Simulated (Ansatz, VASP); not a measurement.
**One calculation of WS2, two programs**

```
W S
1.0
     3.27193   -0.00094    0.00000
    -1.63674    2.70036    0.00000
     0.00000    0.00000   12.61972
W S
2 4
Cartesian
  -0.0006 1.8040 3.1549
  1.6358 0.8954 9.4648
  -0.0003 1.7790 7.9152
  1.6355 0.9205 1.6053
  -0.0003 1.7790 11.0144
  1.6355 0.9205 4.7045
```

Alike in both runs: task single point; functional PBEsol; k mesh 12 × 12 × 2; occupations gaussian, width 0.02 eV; no spin polarisation.

|  | VASP | Ansatz |
| --- | --- | --- |
| version | VASP 6.6.1 | Ansatz 0.2.0 |
| potentials or method | VASP PAW PBE potentials, release 64 (W_sv, S), cutoff 500 eV | scalar-relativistic, plane waves, PAW |
| valence electrons in the cell | 52 | 52 |

|  | VASP | Ansatz | Ansatz less VASP |
| --- | --- | --- | --- |
| gap on the k mesh at the Fermi level (eV) | 1.06 | 1.04 | -0.018 |
| least direct gap on the mesh (eV) | 1.65 | 1.65 | -0.004 |
| pressure (GPa) | -2.5 | -2.6 | -0.10 |
| traceless stress, the component that is largest in VASP (GPa) | -5.28 | -5.26 | +0.025 |
| rms of the force components (eV/Å) | 0.010 | 0.000 | -0.0094 |

VASP's potentials were made for PBE, not for PBEsol. Atom by atom the forces differ by 0.009 eV/Å (rms over components).

Neither program's run includes spin-orbit coupling.
